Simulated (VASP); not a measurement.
Input of a VASP 6.6.1 run:

The input INCAR:

```
SYSTEM = Re
PREC = Accurate ; ENCUT = 520
EDIFF = 1E-7 ; ISMEAR = -1
SIGMA = 0.1 ; LREAL = .FALSE.
LASPH = .TRUE. ; NELM = 60
ALGO = Normal ; ISIF = 2
LWAVE = .FALSE. ; LCHARG = .FALSE.
GGA = PS ; NBANDS = 18
```

File KPOINTS:

```
Automatic mesh
0
G
  10 10 13
  0 0 0
```

Contents of POSCAR:

```
Re
1.0
    4.3413823366      0.0000000000      0.0000000000
   -2.1706911683      3.7597473911      0.0000000000
    0.0000000000      0.0000000000      2.7177756951
Re
3
Direct
    0.0000000000      1.0000000000      1.0000000000
    0.3333333333      0.6666666667      0.5000000000
    0.6666666667      0.3333333333      0.5000000000
```

Potentials or basis: VASP PAW PBE potentials, release 64 (Re).

Command:

```bash
$ cat potpaw_PBE.64/Re/POTCAR > POTCAR
$ mpirun -np 1 vasp_std > vasp.out
```

Task: Estimate the band gap on the k mesh.

Result: Zero (an odd number of electrons rules out a gap without spin polarisation).

Task: What does it give for the pressure?

Result: -0.2 GPa.

Stress tensor (GPa, compression positive):
```
-0.39  0.00  0.00
 0.00 -0.39  0.00
 0.00  0.00  0.06
```

Caveat: the PAW data sets were made with another functional, which shifts forces and pressure a little; spin-orbit coupling is left out, which moves the levels of the heavy elements.
